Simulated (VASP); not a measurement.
Here is a VASP 6.6.1 calculation.

Contents of INCAR:

```
ALGO = Normal
EDIFF = 1E-7
EDIFFG = -0.01
ENCUT = 600
GGA = PE
IBRION = 2
ISIF = 3
ISMEAR = 0
IVDW = 12
LASPH = T
LCHARG = F
LREAL = F
LWAVE = F
NELM = 100
NSW = 80
PREC = Accurate
SIGMA = 0.1
```

KPOINTS

```
k-points
0
Gamma
  18 18 22
```

Contents of POSCAR:

```
B
1.0
    3.0112201827      0.0000000000      0.0000000000
   -1.5056100913      2.6077931746      0.0000000000
    0.0000000000      0.0000000000      1.8663376729
B
2
Direct
    0.3333333333      0.6666666667      0.0000000000
    0.6666666667      0.3333333333      0.0000000000
```

Potentials or basis: VASP PAW PBE potentials, release 64 (B).

Launch:

```sh
$ cat potpaw_PBE.64/B/POTCAR > POTCAR
$ mpirun -np 1 vasp_std > vasp.out
```

Question: Estimate the relaxed volume.

Answer: 7.43 Å³/atom.

Question: Predict the dispersion energy per atom.

Answer: -0.202 eV.

Step by step:
```
step  energy change (eV)  largest force (eV/Å)  pressure (GPa)  volume (Å³)
   1              0.0000                0.0000            0.89        14.66
   2             -0.0142                0.0000            1.74        14.74
   3             -0.0142                0.0000            1.75        14.74
   4             -0.0148                0.0000           -0.66        14.92
   5             -0.0149                0.0000            0.01        14.87
```
